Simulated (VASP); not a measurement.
**Bi: single point with PBE**

Bi:

```
Bi
1.0
    -2.51298    2.51298    0.00000
     0.00000    0.00000    5.02596
     2.51298    2.51298    0.00000
Bi
2
Direct
  0.00000 0.00000 0.00000
  0.50000 0.50000 0.50000
```

This isn't the form of Bi at room conditions, which is rhombohedral.

* Program: VASP 6.6.1
* Task: single point
* Functional: PBE
* Potentials or basis: VASP PAW PBE potentials, release 64 (Bi_d)
* Cutoff: 520 eV
* k mesh: 12 × 8 × 12
* Occupations: fermi-dirac, width 0.1 eV
* Spin: no spin polarisation
* Dipole correction: no
* Further INCAR settings: ALGO = Normal; EDIFF = 1e-06; NBANDS = 22

```json
{
  "Pressure": "0.0 GPa",
  "Band gap on the k mesh": "zero (bands 15 and 16 overlap by 5.99 eV)"
}
```

Levels at points of the mesh, in eV from the Fermi level:
```csv
k point,band 12,band 13,band 14,band 15,band 16,band 17,band 18,band 19
"(0.00, 0.00, 0.00)",-9.69,-4.41,0.33,0.33,4.00,4.79,4.79,4.79
"(0.50, 0.00, 0.00)",-11.03,-2.79,-2.79,-1.11,-1.11,3.11,3.11,6.93
"(0.00, 0.50, 0.00)",-12.14,-0.14,-0.14,1.97,1.97,1.97,1.97,6.29
"(0.50, 0.50, 0.00)",-10.74,-5.20,-5.20,3.25,3.25,3.25,3.25,7.21
"(0.50, 0.00, 0.50)",-9.69,-4.41,-4.41,0.33,0.33,0.33,0.33,4.00
"(0.50, 0.50, 0.50)",-9.62,-2.74,-2.74,-2.74,-2.74,-1.13,-1.13,8.87
```

Run time: 2.7 min on 1 thread of Intel(R) Xeon(R) Platinum 8375C CPU @ 2.90GHz (Ice Lake), with other jobs on the host, peak memory 0.28 GiB.

Caveat: spin-orbit coupling is left out, which moves the levels of the heavy elements.
